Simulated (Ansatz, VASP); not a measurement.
**Cs in VASP and in Ansatz**

```xyz
1
Lattice="6.0150 0.0000 0.0000 3.0075 5.2091 0.0000 3.0075 1.7364 4.9112" Properties=species:S:1:pos:R:3 pbc="T T T"
Cs    0.0000    0.0000    0.0000
```

Change from the starting cell: volume scaled by 1.25.

Alike in both runs: task relaxation of cell and atoms; functional revPBE; dispersion D3(BJ); k mesh 5 × 5 × 5; occupations methfessel-paxton of order 1, width 0.2 eV; non-collinear spin, spin-orbit coupling.

```csv
,VASP,Ansatz
version,VASP 6.6.1,Ansatz 0.2.0
potentials or method,"VASP PAW PBE potentials, release 64 (Cs_sv), cutoff 600 eV","all-electron LAPW, relativistic spinors"
```

Ansatz gave:

| Item | Value |
| --- | --- |
| relaxed volume (Å³/atom) | 117.00 |
| relaxed length of the cell vector where the two differ most in proportion (Å) | 5.490 |

Problem. Estimate VASP's values.

Solution. Relaxed volume (Å³/atom): 115.53; relaxed length of the cell vector where the two differ most in proportion (Å): 5.467.

VASP's potentials were made for PBE, not for revPBE. Ansatz ran all-electron here, and VASP with PAW potentials.

Noted on VASP's run: the volume moved by over 15 % at a fixed basis, so the end points are rough. Noted on Ansatz's run: the k mesh is thin for a metal, which can move the energy by tens of meV per atom; the volume moved by over 15 % at a fixed basis, so the end points are rough.
